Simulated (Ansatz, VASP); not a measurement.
**Zn4HO4: VASP beside Ansatz**

```
Zn O H
1.0
     5.51481    0.00000    0.00000
     0.00000    5.51481    0.00000
     0.00000    0.00000    3.24301
Zn O H
4 4 1
Direct
  0.18207 0.18207 0.50000
  0.81793 0.81793 0.50000
  0.68207 0.31793 0.00000
  0.31793 0.68207 0.00000
  0.81800 0.18200 0.50000
  0.18200 0.81800 0.50000
  0.68200 0.68200 0.00000
  0.31800 0.31800 0.00000
  0.00004 0.08200 0.50000
```

Alike in both runs: task single point; functional PBEsol; k mesh 4 × 4 × 8; occupations gaussian, width 0.05 eV; no spin polarisation.

```csv
,VASP,Ansatz
version,VASP 6.6.1,Ansatz 0.2.0
potentials or method,"VASP PAW PBE potentials, release 64 (Zn, O_h, H_h), cutoff 1000 eV","scalar-relativistic, plane waves, PAW"
valence electrons in the cell,73,73
```

Ansatz gave:

- gap on the k mesh at the Fermi level (eV): none
- rms of the force components (eV/Å): 3.769

Question: What did VASP give for the same quantities?

Answer: gap on the k mesh at the Fermi level (eV): none; rms of the force components (eV/Å): 3.826.

VASP's potentials were made for PBE, not for PBEsol, and Ansatz warns of the same on its side. Atom by atom the forces differ by 0.065 eV/Å (rms over components). A gap of «none» marks a metal or a gap that the smearing closes.
